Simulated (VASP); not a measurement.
A run of VASP 6.6.1 is set up as follows.

The input INCAR:

```
SYSTEM = W
PREC = Accurate
ENCUT = 520
EDIFF = 1E-6
ISMEAR = 0
SIGMA = 0.15
LREAL = .False.
LASPH = .True.
NELM = 60
ALGO = Fast
ISIF = 2
LWAVE = .False.
LCHARG = .False.
GGA = CA
NBANDS = 13
```

Contents of KPOINTS:

```
Automatic mesh
0
Gamma
  24 24 24
  0 0 0
```

The input POSCAR:

```
W
1.0
   -1.7929988887      1.7929988887      1.2676502143
    1.7929988887     -1.7929988887      1.2676502143
    1.7929988887      1.7929988887     -1.2676502143
W
1
Direct
    0.0000000000      0.0000000000      0.0000000000
```

Potentials or basis: VASP PAW LDA potentials, release 64 (W_sv).

Run with:

```sh
$ cat potpaw_LDA.64/W_sv/POTCAR > POTCAR
$ mpirun -np 1 vasp_std > vasp.out
```

What does it give for the pressure?

2.1 GPa.

Predict the band gap on the k mesh.

zero (bands 7 and 8 overlap by 7.25 eV).

Stress tensor (GPa, compression positive):
```
-12.69   0.00   0.00
  0.00 -12.69   0.00
  0.00   0.00  31.59
```

Caveat: the stress differs along the axes, from -13 to 32 GPa; spin-orbit coupling is left out, which moves the levels of the heavy elements.
